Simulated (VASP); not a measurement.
# LiCl (I4mm) in VASP: single point with PBE

Aim: the single point of LiCl with PBE.

Everything below comes from runs of VASP 6.6.1. Logs are shortened: lines on timing, memory, paths and dates and some standing lists are left out, and cuts for length are marked.

## (1) The cell of the first run

The structure is tetragonal, space group I4mm (No. 107). The conventional cell has a = 3.627 Å, b = 3.627 Å, c = 5.130 Å, α = 90.00°, β = 90.00°, γ = 90.00°. Li (site symmetry 4mm) has 6 Cl at 2.46 to 2.66 Å within 3.3 Å. Within 3.3 Å of Cl (site symmetry 4mm) lie 6 Li at 2.46 to 2.66 Å.

## (2) Single point, PBE (atom 2 (Cl) moved by (-0.100, +0.000) A along x and y)

INCAR

```
SYSTEM = LiCl
PREC = Accurate ; ENCUT = 520
EDIFF = 1E-6 ; ISMEAR = 0
SIGMA = 0.05 ; LREAL = .FALSE.
LASPH = .TRUE. ; NELM = 100
ALGO = Normal ; ISIF = 2
LWAVE = .FALSE. ; LCHARG = .FALSE.
GGA = PE ; NBANDS = 12
```

KPOINTS

```
Automatic mesh
0
G
  8 8 8
  0 0 0
```

POSCAR

```
LiCl
1.0
    0.0000000000      2.5647600000      2.5647600000
    2.5647600000      0.0000000000      2.5647600000
    2.5647600000      2.5647600000      0.0000000000
Li Cl
1 1
Direct
    0.0000000000      0.0000000000      0.0000000000
    0.5194950015      0.4805049985      0.4805049985
```

Potentials or basis: VASP PAW PBE potentials, release 64 (Li_sv, Cl).

The run is started by

```sh
cat potpaw_PBE.64/Li_sv/POTCAR potpaw_PBE.64/Cl/POTCAR > POTCAR
mpirun -np 1 vasp_std > vasp.out
```

OUTCAR:

```text
SYSTEM = LiCl
   PREC = Accurate
   ENCUT = 520
   EDIFF = 1E-6
   ISMEAR = 0
   LREAL = .FALSE.
   LASPH = .TRUE.
   NELM = 100
   ISIF = 2
   GGA = PE

 ion  position               nearest neighbor table
   1  0.000  0.000  0.000-   2 2.46   2 2.57   2 2.57   2 2.57   2 2.57
   2  0.519  0.481  0.481-   1 2.46   1 2.57   1 2.57   1 2.57   1 2.57

  LATTYP: Found a face centered cubic cell.
 ALAT       =     5.1295200000

  Lattice vectors:

 A1 = (   0.0000000000,   2.5647600000,   2.5647600000)
 A2 = (   2.5647600000,   0.0000000000,   2.5647600000)
 A3 = (   2.5647600000,   2.5647600000,   0.0000000000)

Analysis of symmetry for initial positions (statically):
=====================================================================
 Subroutine PRICEL returns:
 Original cell was already a primitive cell.

 Routine SETGRP: Setting up the symmetry group for a
 face centered cubic supercell.

 Subroutine GETGRP returns: Found  8 space group operations
 (whereof  8 operations were pure point group operations)
 out of a pool of 48 trial point group operations.

The static configuration has the point symmetry C_4v.

Analysis of symmetry for dynamics (positions and initial velocities):
=====================================================================
 Subroutine PRICEL returns:
 Original cell was already a primitive cell.

 Routine SETGRP: Setting up the symmetry group for a
 face centered cubic supercell.

 Subroutine GETGRP returns: Found  8 space group operations
 (whereof  8 operations were pure point group operations)
 out of a pool of 48 trial point group operations.

The dynamic configuration has the point symmetry C_4v.

 Subroutine INISYM returns: Found  8 space group operations
 (whereof  8 operations are pure point group operations),
 and found     1 'primitive' translations

----------------------------------------------------------------------------------------

                                     Primitive cell

  volume of cell :      33.7420

  direct lattice vectors                    reciprocal lattice vectors
     0.000000000  2.564760000  2.564760000    -0.194950015  0.194950015  0.194950015
     2.564760000  0.000000000  2.564760000     0.194950015 -0.194950015  0.194950015
     2.564760000  2.564760000  0.000000000     0.194950015  0.194950015 -0.194950015

  length of vectors
     3.627118376  3.627118376  3.627118376     0.337663331  0.337663331  0.337663331

  position of ions in fractional coordinates (direct lattice)
     0.000000000  0.000000000  0.000000000
     0.519495001  0.480504999  0.480504999

  ion indices of the primitive-cell ions
   primitive index   ion index
                 1           1
                 2           2

----------------------------------------------------------------------------------------

 KPOINTS: Automatic mesh

Automatic generation of k-mesh.
 Grid dimensions read from file:
 generate k-points for:    8    8    8

 Generating k-lattice:

  Cartesian coordinates                     Fractional coordinates (reciprocal lattice)
    -0.024368752  0.024368752  0.024368752     0.125000000  0.000000000  0.000000000
     0.024368752 -0.024368752  0.024368752     0.000000000  0.125000000  0.000000000
     0.024368752  0.024368752 -0.024368752     0.000000000  0.000000000  0.125000000

  Length of vectors
     0.042207916  0.042207916  0.042207916

  Shift w.r.t. Gamma in fractional coordinates (k-lattice)
     0.000000000  0.000000000  0.000000000

 Subroutine IBZKPT returns following result:
 ===========================================

 Found     59 irreducible k-points:

 Following reciprocal coordinates:
            Coordinates               Weight
  0.000000  0.000000  0.000000      1.000000
  0.125000  0.000000  0.000000      8.000000
  0.250000  0.000000  0.000000      8.000000
  0.375000  0.000000  0.000000      8.000000
  0.500000  0.000000  0.000000      4.000000
  0.125000  0.125000  0.000000      4.000000
[... 16 lines left out ...]
  0.000000  0.375000  0.250000      8.000000
  0.500000  0.250000  0.000000     16.000000
 [... further k-points ...]
   k-points           NKPTS =     59   k-points in BZ     NKDIM =     59   number of bands    NBANDS=     12
   number of dos      NEDOS =    301   number of ions     NIONS =      2
   total plane-waves  NPLWV =  21952
   dimension x,y,z NGX =    28 NGY =   28 NGZ =   28
   dimension x,y,z NGXF=    56 NGYF=   56 NGZF=   56
   ions per type =               1   1
   NGX,Y,Z   is equivalent  to a cutoff of  12.83, 12.83, 12.83 a.u.
   NGXF,Y,Z  is equivalent  to a cutoff of  25.67, 25.67, 25.67 a.u.
 SYSTEM =  LiCl
   PREC   = accura    normal or accurate (medium, high low for compatibility)
   ISTART =      0    job   : 0-new  1-cont  2-samecut
   ICHARG =      2    charge: 1-file 2-atom 10-const
   ISPIN  =      1    spin polarized calculation?
   LNONCOLLINEAR =      F non collinear calculations
   LSORBIT =      F    spin-orbit coupling
   LASPH  =      T    aspherical Exc in radial PAW
   ENCUT  =  520.0 eV  38.22 Ry    6.18 a.u.   6.74  6.74  6.74*2*pi/ulx,y,z
   NELM   =    100;   NELMIN=  2; NELMDL= -5     # of ELM steps
   EDIFF  = 0.1E-05   stopping-criterion for ELM
   LREAL  =      F    real-space projection
   EDIFFG = 0.1E-04   stopping-criterion for IOM
   NSW    =      0    number of steps for IOM
   IBRION =     -1    ionic relax: 0-MD 1-quasi-New 2-CG
   NFREE  =      0    steps in history (QN), initial steepest desc. (CG)
   ISIF   =      2    stress and relaxation
   ISYM   =      2    0-nonsym 1-usesym 2-fastsym
   POTIM  = 0.5000    time-step for ionic-motion
   TEBEG  =    0.0;   TEEND  =   0.0 temperature during run
   PSTRESS=    0.0 pullay stress
   NELECT =      10.0000    total number of electrons
   NUPDOWN=      -1.0000    fix difference up-down
   EMIN   =  10.00;   EMAX   =-10.00  energy-range for DOS
   EFERMI =   0.00;   METHOD = LEGACY
   ISMEAR =     0;   SIGMA  =   0.05  broadening in eV -4-tet -1-fermi 0-gaus
   EFERMI_NEDOS =   21; number of points for ismear=-14 and -15
   IALGO  =     38    algorithm
   IMIX   =      4    mixing-type and parameters
     AMIX     =   0.40;   BMIX     =  1.00
     AMIX_MAG =   1.60;   BMIX_MAG =  1.00
  volume/ion in A,a.u.               =      16.87       113.85
  Fermi-wavevector in a.u.,A,eV,Ry     =   1.091486  2.062609 16.209183  1.191341
  Thomas-Fermi vector in A             =   2.227732
   LORBIT       =      0    0 simple, 1 ext, 2 COOP (PROOUT), +10 PAW based schemes
   GGA     = PE    functional components
   LHFCALC =     F    Hartree Fock is set to
   AEXX    =    0.0000 exact exchange contribution
   IVDW    =     0    specifies the selected vdW correction
   LEPSILON=     F    determine dielectric tensor
   LRPA    =     F    only Hartree local field effects (RPA)
 non-spin polarized calculation
 Gauss-broadening in eV      SIGMA  =   0.05
  energy-cutoff  :      520.00
  volume of cell :       33.74
 maximum number of plane-waves:       934
   NGX = 13   NGY = 13   NGZ = 13

 number of electron      10.0000005 magnetization

 Free energy of the ion-electron system (eV)
  ---------------------------------------------------
  ext. energy  EPLUGINS =         0.00000000
  ---------------------------------------------------
  free energy    TOTEN  =        -7.38227541 eV

  energy without entropy =       -7.38227541  energy(sigma->0) =       -7.38227541

 E-fermi :   0.9550     XC(G=0):  -8.7284

 val. band max:        0.5800235145   @ k =   0.0000   0.0000   0.0000
 cond. band min:       6.9156435090   @ k =   0.0000   0.0000   0.0000
 fundamental gap:      6.3356199945
 Fermi energy:         0.9549945682

 k-point     1 :       0.0000    0.0000    0.0000
  band No.  band energies     occupation
      1     -42.9354      2.00000
      2     -12.8198      2.00000
      3       0.5675      2.00000
      4       0.5800      2.00000
      5       0.5800      2.00000
      6       6.9156      0.00000
      7      12.4647      0.00000
      8      12.4647      0.00000
      9      12.5233      0.00000
     10      14.8036      0.00000
     11      15.1723      0.00000
     12      15.2099      0.00000

 k-point     2 :       0.1250    0.0000    0.0000
  band No.  band energies     occupation
      1     -42.9351      2.00000
      2     -12.7445      2.00000
      3       0.0505      2.00000
      4       0.5303      2.00000
      5       0.5386      2.00000
      6       7.3742      0.00000
      7      11.7120      0.00000
      8      12.3703      0.00000
      9      12.4329      0.00000
     10      13.6739      0.00000
     11      13.7155      0.00000
     12      15.5663      0.00000

 k-point     3 :       0.2500    0.0000    0.0000
  band No.  band energies     occupation
      1     -42.9341      2.00000
      2     -12.5524      2.00000
      3      -1.0013      2.00000
      4       0.4350      2.00000
      5       0.4440      2.00000
      6       7.8013      0.00000
      7      11.2678      0.00000
      8      11.2919      0.00000
      9      11.5630      0.00000
     10      14.5152      0.00000
     11      14.5304      0.00000
     12      16.1387      0.00000

 k-point     4 :       0.3750    0.0000    0.0000
  band No.  band energies     occupation
      1     -42.9332      2.00000
      2     -12.3438      2.00000
      3      -1.8918      2.00000
      4       0.3466      2.00000
      5       0.3564      2.00000
      6       7.5298      0.00000
      7      10.3897      0.00000
      8      10.4075      0.00000
      9      12.7492      0.00000
     10      16.2522      0.00000
     11      16.2989      0.00000
     12      16.8439      0.00000

 k-point     5 :       0.5000    0.0000    0.0000
  band No.  band energies     occupation
      1     -42.9328      2.00000
      2     -12.2518      2.00000
      3      -2.2334      2.00000
      4       0.3118      2.00000
      5       0.3219      2.00000
      6       7.3456      0.00000
      7      10.0851      0.00000
      8      10.1004      0.00000
      9      13.5498      0.00000
     10      17.3540      0.00000
     11      17.7189      0.00000
     12      17.8150      0.00000
[... 228 lines left out ...]
      1     -42.9337      2.00000
      2     -12.4527      2.00000
      3      -0.9325      2.00000
      4      -0.0098      2.00000
      5      -0.0098      2.00000
      6       9.0430      0.00000
      7      10.1331      0.00000
      8      10.4303      0.00000
      9      13.0986      0.00000
     10      13.0986      0.00000
     11      16.1860      0.00000
     12      18.2160      0.00000

 k-point    22 :       0.3750    0.2500    0.0000
  band No.  band energies     occupation
      1     -42.9329      2.00000
      2     -12.2753      2.00000
      3      -1.5387      2.00000
      4      -0.2893      2.00000
      5      -0.1590      2.00000
      6       9.0955      0.00000
      7       9.8850      0.00000
      8      10.5699      0.00000
      9      12.7872      0.00000
     10      14.0878      0.00000
     11      17.2802      0.00000
     12      18.9919      0.00000

 k-point    23 :       0.0000    0.3750    0.2500
  band No.  band energies     occupation
      1     -42.9329      2.00000
      2     -12.2763      2.00000
      3      -1.5387      2.00000
      4      -0.2887      2.00000
      5      -0.1567      2.00000
      6       9.0611      0.00000
      7       9.8911      0.00000
      8      10.6461      0.00000
      9      12.7539      0.00000
     10      14.0541      0.00000
     11      17.3035      0.00000
     12      19.0478      0.00000

 k-point    24 :       0.5000    0.2500    0.0000
  band No.  band energies     occupation
      1     -42.9324      2.00000
      2     -12.1345      2.00000
      3      -1.9056      2.00000
      4      -0.7124      2.00000
      5      -0.1381      2.00000
      6       8.7430      0.00000
      7      10.1789      0.00000
      8      11.4985      0.00000
      9      11.8966      0.00000
     10      15.1035      0.00000
     11      18.1884      0.00000
     12      19.1313      0.00000

 [... further k-points ...]

------------------------ aborting loop because EDIFF is reached ----------------------------------------

  FORCE on cell =-STRESS in cart. coord.  units (eV):
  Direction    XX          YY          ZZ          XY          YZ          ZX
  --------------------------------------------------------------------------------------
  -------------------------------------------------------------------------------------
  Total        0.1465251      0.0578855      0.0578855      0.0000000      0.0000000      0.0000000
  in kB        6.9574874      2.7485908      2.7485908      0.0000000      0.0000000      0.0000000
  external PRESSURE =       4.1515563 kB  Pullay stress =       0.0000000 kB

 VOLUME and BASIS-vectors are now :
 -----------------------------------------------------------------------------
  energy-cutoff  :      520.00
  volume of cell :       33.74
      direct lattice vectors                 reciprocal lattice vectors
     0.000000000  2.564760000  2.564760000    -0.194950015  0.194950015  0.194950015
     2.564760000  0.000000000  2.564760000     0.194950015 -0.194950015  0.194950015
     2.564760000  2.564760000  0.000000000     0.194950015  0.194950015 -0.194950015

 POSITION                                       TOTAL-FORCE (eV/Angst)
 -----------------------------------------------------------------------------------
      0.00000      0.00000      0.00000        -0.072995      0.000000      0.000000
      2.46476      2.56476      2.56476         0.072995      0.000000      0.000000
 -----------------------------------------------------------------------------------
    total drift:                               -0.000006      0.000000      0.000000

  FREE ENERGIE OF THE ION-ELECTRON SYSTEM (eV)
  ---------------------------------------------------
  free  energy   TOTEN  =        -7.3822754091 eV

  energy  without entropy=       -7.3822754091  energy(sigma->0) =       -7.38227541
```

It took 22 s on 1 thread of Intel Xeon Platinum 8375C at 2.90GHz (Ice Lake), shared host; peak memory 0.15 GiB.

What came out:

| Property | Result |
| --- | --- |
| Free energy | -7.3823 eV |
| Largest force | 0.073 eV/Å |
| Band gap on the k mesh | 6.34 eV, direct |

Forces in eV/Å, atoms in the order of the input:
```
Li  -0.073  0.000  0.000
Cl   0.073  0.000  0.000
```

Caveat: the cell differs from its parent crystal (atom 2 (Cl) moved by (-0.100, +0.000) A along x and y); the cutoff is under 1.25 times the usual one of these potentials, so pressure, stress and relaxed cells hold a basis-set (Pulay) error.
